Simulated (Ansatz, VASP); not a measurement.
## Two plane-wave programs on Ge4F

INCAR

```
PREC     = Accurate       # precision mode
ENCUT    = 520            # plane-wave cutoff, eV
EDIFF    = 1E-6           # SCF threshold, eV
ISMEAR   = 0              # smearing method
SIGMA    = 0.1            # smearing width, eV
LREAL    = False          # projectors in reciprocal space
LASPH    = True           # aspherical terms in the spheres
NELM     = 100            # most SCF steps
ALGO     = Normal         # electronic algorithm
ISIF     = 2              # what is computed and relaxed
LWAVE    = False          # write WAVECAR
LCHARG   = False          # write CHGCAR
LDIPOL   = True         
IDIPOL   = 3            
DIPOL    = 0.5 0.5 0.336
GGA      = PE             # functional
IVDW     = 12             # dispersion correction
NBANDS   = 40             # bands
```

KPOINTS

```
Automatic mesh
0
Gamma
  7 7 1
```

Contents of POSCAR:

```
Ge4F
1.0
    4.0303587907      0.0000000000      0.0000000000
    0.0000000000      4.0303587907      0.0000000000
    0.0000000000      0.0000000000     21.6416627718
Ge F
4 1
Direct
    0.0000000000      0.5000000000      0.1848286817
    0.0000000000      0.0000000000      0.2506714513
    0.5000000000      0.0000000000      0.3196569899
    0.5000000000      0.5000000000      0.3854446333
    1.0000000000      0.7500000000      0.5379282957
```

Input for Ansatz:

```yaml
crystal:
  lattice:
    - [4.0303587907, 0.0, 0.0]
    - [0.0, 4.0303587907, 0.0]
    - [0.0, 0.0, 21.6416627718]
  atoms:
    - { symbol: Ge, position: [0.0, 0.5, 0.1848286817] }
    - { symbol: Ge, position: [0.0, 0.0, 0.2506714513] }
    - { symbol: Ge, position: [0.5, 0.0, 0.3196569899] }
    - { symbol: Ge, position: [0.5, 0.5, 0.3854446333] }
    - { symbol: F, position: [1.0, 0.75, 0.5379282957] }
basis:
  ecutwfc: 420
kpoints:
  mp_grid: { grid: [7, 7, 1] }
hamiltonian:
  xc: pbe
  pseudopotentials: { kind: paw, azcp: { folder: soft_1 } }
  dispersion: d3bj
scf:
  occupations: { method: gaussian, width: 0.1 }
output:
  forces: true
  eigenvalues: true
efield:
  axis: 3
  dipole_correction: true
  ramp_width: 0.04
```

Alike in both runs: task single point; functional PBE; dispersion D3(BJ); k mesh 7 × 7 × 1; occupations gaussian, width 0.1 eV; no spin polarisation.

|  | VASP | Ansatz |
| --- | --- | --- |
| version | VASP 6.6.1 | Ansatz 0.2.0 |
| potentials or method | VASP PAW PBE potentials, release 64 (Ge_d, F), cutoff 520 eV | scalar-relativistic, plane waves, PAW |
| valence electrons in the cell | 63 | 63 |

```csv
,VASP,Ansatz,Ansatz less VASP
gap on the k mesh at the Fermi level (eV),none,none,-
rms of the force components (eV/Å),0.213,0.213,+0.0002
```

Atom by atom the forces differ by 0.001 eV/Å (rms over components). A gap of «none» marks a metal or a gap that the smearing closes.
